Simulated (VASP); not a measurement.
Input of a VASP 6.6.1 run:

INCAR

```
SYSTEM = CsSnI3
ALGO = Normal
EDIFF = 1E-7
ENCUT = 520
GGA = PS
ISIF = 2
ISMEAR = 0
LASPH = .TRUE.
LCHARG = .FALSE.
LREAL = .FALSE.
LWAVE = .FALSE.
NBANDS = 30
NELM = 60
PREC = Accurate
SIGMA = 0.01
```

KPOINTS

```
k-points
0
G
  6 6 6
  0 0 0
```

File POSCAR:

```
CsSnI3
1.0
    6.1340716174      0.0000000000      0.0000000000
    0.0000000000      6.1340716174      0.0000000000
    0.0000000000      0.0000000000      6.1340716174
Cs Sn I
1 1 3
Direct
    0.0000000000      0.0000000000      0.0000000000
    0.5000000000      0.5000000000      0.5000000000
    0.0000000000      0.5000000000      0.5000000000
    0.5000000000      0.0000000000      0.5000000000
    0.5000000000      0.5000000000      0.0000000000
```

Potentials or basis: VASP PAW PBE potentials, release 64 (Cs_sv, Sn_d, I).

Launch:

```bash
$ cat potpaw_PBE.64/Cs_sv/POTCAR potpaw_PBE.64/Sn_d/POTCAR potpaw_PBE.64/I/POTCAR > POTCAR
$ mpirun -np 1 vasp_std > vasp.out
```

**Question.** Predict the pressure.

**Answer.** 0.0 GPa.

**Question.** Predict the band gap on the k mesh.

**Answer.** 0.10 eV.

Caveat: semilocal functionals underestimate gaps, and a narrow one can read as zero; the PAW data sets were made with another functional, which shifts forces and pressure a little; spin-orbit coupling is left out, which moves the levels of the heavy elements. A k mesh can miss the band edges.
